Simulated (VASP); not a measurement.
## Ge17Se16 (a cell with a defect): single point with PBE

The system is Ge17Se16 (a cell with a defect).

```
Ge Se
1.0
     0.00000    7.75943   -4.53425
     0.00000   -7.75943   -4.53425
   -11.19414    0.00000    0.00000
Ge Se
17 16
Direct
  0.21358 0.58823 0.87341
  0.50419 0.39664 0.88516
  0.96323 0.83858 0.87341
  0.77164 0.12919 0.88516
  0.01468 0.13738 0.13160
  0.30681 0.93181 0.08119
  0.76180 0.38680 0.13198
  0.51238 0.63968 0.13160
  0.10471 0.22516 0.64016
  0.38036 0.00536 0.50699
  0.86050 0.48550 0.63487
  0.60016 0.72971 0.64016
  0.13173 0.49905 0.37790
  0.39512 0.26913 0.37997
  0.87405 0.75673 0.37790
  0.64413 0.02012 0.37997
  0.24954 0.87454 0.71582
  0.07856 0.45196 0.14798
  0.33921 0.21867 0.15355
  0.82696 0.70356 0.14798
  0.59367 0.96421 0.15355
  0.16807 0.27022 0.86964
  0.47307 0.09807 0.88129
  0.89396 0.51896 0.86513
  0.64522 0.79307 0.86964
  0.96627 0.08135 0.36423
  0.18334 0.80834 0.34769
  0.71042 0.33542 0.36241
  0.45635 0.59127 0.36423
  0.25258 0.59854 0.64213
  0.54409 0.41859 0.65601
  0.97354 0.87758 0.64213
  0.79359 0.16909 0.65601
```

This cell differs from its parent crystal: with an interstitial atom, then relaxed in part.

```yaml
Program: VASP 6.6.1
Task: single point
Functional: PBE
Potentials_or_basis: VASP PAW PBE potentials, release 64 (Ge_d, Se)
Cutoff: 410 eV
k_mesh: 2 × 2 × 2, shifted
Occupations: gaussian, width 0.01 eV
Spin: no spin polarisation
```

| Property | Result |
| --- | --- |
| Pressure | 0.6 GPa |
| Largest force | 0.022 eV/Å |
| Band gap on the k mesh | 0.50 eV |

Forces on the atoms (eV/Å):
```
Ge  -0.015 -0.002 -0.013
Ge  -0.012 -0.006 -0.011
Ge  -0.015  0.002 -0.013
Ge  -0.012  0.006 -0.011
Ge   0.014  0.001  0.013
Ge   0.003  0.000  0.018
Ge   0.016  0.000  0.015
Ge   0.014 -0.001  0.013
Ge   0.011  0.006 -0.008
Ge  -0.004  0.000 -0.005
Ge   0.015  0.000 -0.009
Ge   0.011 -0.006 -0.008
Ge  -0.012  0.002  0.011
Ge  -0.012 -0.003  0.009
Ge  -0.012 -0.002  0.011
Ge  -0.012  0.003  0.009
Ge  -0.003  0.000 -0.013
Se   0.006  0.001 -0.013
Se   0.006 -0.002 -0.013
Se   0.006 -0.001 -0.013
Se   0.006  0.002 -0.013
Se  -0.010  0.001  0.009
Se   0.006  0.000  0.003
Se  -0.010  0.000  0.017
Se  -0.010 -0.001  0.009
Se  -0.009  0.000 -0.009
Se   0.011  0.000 -0.008
Se  -0.008  0.000 -0.013
Se  -0.009  0.000 -0.009
Se   0.013  0.011  0.009
Se   0.007  0.001  0.015
Se   0.013 -0.011  0.009
Se   0.007 -0.001  0.015
```

Stress tensor (GPa, compression positive):
```
 0.41  0.00 -0.17
 0.00  0.27  0.00
-0.17  0.00  1.00
```

Levels at points of the mesh, in eV from the valence-band top:
| k point | band 164 | band 165 | band 166 | band 167 | band 168 | band 169 | band 170 | band 171 |
| --- | --- | --- | --- | --- | --- | --- | --- | --- |
| (0.25, 0.25, 0.25) | -0.85 | -0.66 | -0.26 | -0.05 | 0.67 | 1.12 | 1.12 | 1.24 |

It took 16 min on 1 thread of Intel Xeon 8259CL, on a shared host, peak memory 0.7 GiB.

Caveat: the cell differs from its parent crystal (with an interstitial atom, then relaxed in part).
